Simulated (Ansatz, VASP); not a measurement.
## One calculation of HgTe, two programs

```xyz
2
Lattice="-0.1096 3.1795 3.1795 3.1795 -0.1096 3.1795 3.1795 3.1795 -0.1096" Properties=species:S:1:pos:R:3 pbc="T T T"
Hg   -0.0273   -0.0273   -0.0273
Te    1.5896    1.5896    1.5896
```

Change from the starting cell: shear_111 strain -5.0%.

Alike in both runs: task single point; functional HSE06; k mesh 4 × 4 × 4; no spin polarisation.

```csv
,VASP,Ansatz
version,VASP 6.6.1,Ansatz 0.2.0
potentials or method,"VASP PAW PBE potentials, release 64 (Hg, Te)","plane waves, PAW"
plane-wave cutoff (eV),520,420
occupations,"gaussian, width 0.01 eV",fixed
valence electrons in the cell,18,36
```

```csv
,VASP,Ansatz,Ansatz less VASP
gap on the k mesh at the Fermi level (eV),0.32,0.33,+0.014
pressure (GPa),2.3,2.4,+0.05
"traceless stress, the component that is largest in VASP (GPa)",0.47,0.45,-0.015
rms of the force components (eV/Å),0.027,0.029,+0.0022
```

Atom by atom the forces differ by 0.002 eV/Å (rms over components). VASP's potentials hold 18 valence electrons a cell and Ansatz's 36, so a difference there can come from the potentials and not from the codes. Ansatz's warnings: stress exchange threshold loose, stress scf threshold loose.

Neither program's run includes spin-orbit coupling.
